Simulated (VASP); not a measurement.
## CuO: single point with PBE

The system is CuO.

```xyz
4
Lattice="2.3447 -1.7134 0.0000 2.3447 1.7134 0.0000 -0.8606 0.0000 5.0594" Properties=species:S:1:pos:R:3 pbc="T T T"
Cu    1.1723    0.8457    0.0000
Cu    0.7421   -0.8457    2.5297
O     2.0724   -0.2841    1.2836
O     1.6421    0.2841    3.8133
```

```json
{"Program": "VASP 6.6.1", "Task": "single point", "Functional": "PBE", "Potentials or basis": "VASP PAW PBE potentials, release 64 (Cu_sv_GW, O)", "Cutoff": "820 eV", "k mesh": "7 × 7 × 4", "Occupations": "fermi-dirac, width 0.03 eV", "Spin": "collinear spin", "Starting moments": "[0.45, 0.45, 0.0, 0.0] μB", "Fixed moment": "0.9 μB", "Dipole correction": "no", "Further INCAR settings": "ALGO = Normal; EDIFF = 1e-06; NBANDS = 37"}
```

```
Pressure                                              : 5.5 GPa
Largest force                                         : 0.788 eV/Å
Net moment                                            : 0.90 μB per cell
Site moments                                          : Cu +0.29; O +0.15 μB
Valence electrons inside the program's atomic spheres : Cu 17.48; O 4.96
```

Forces on the atoms (eV/Å):
```
Cu  -0.668  0.329  0.260
Cu  -0.668 -0.329  0.260
O    0.668  0.262 -0.260
O    0.668 -0.262 -0.260
```

Stress tensor (GPa, compression positive):
```
 4.79  0.00 -0.93
 0.00  6.40  0.00
-0.93  0.00  5.17
```

Wall time 5.7 min on 1 thread of Intel(R) Xeon(R) Platinum 8259CL CPU @ 2.50GHz (Skylake/Cascade Lake), with other jobs on the host, peak memory 0.41 GiB.

Caveat: the cell stands under pressure; the total moment is fixed, so each spin has its own Fermi level and the state may be an excited one.
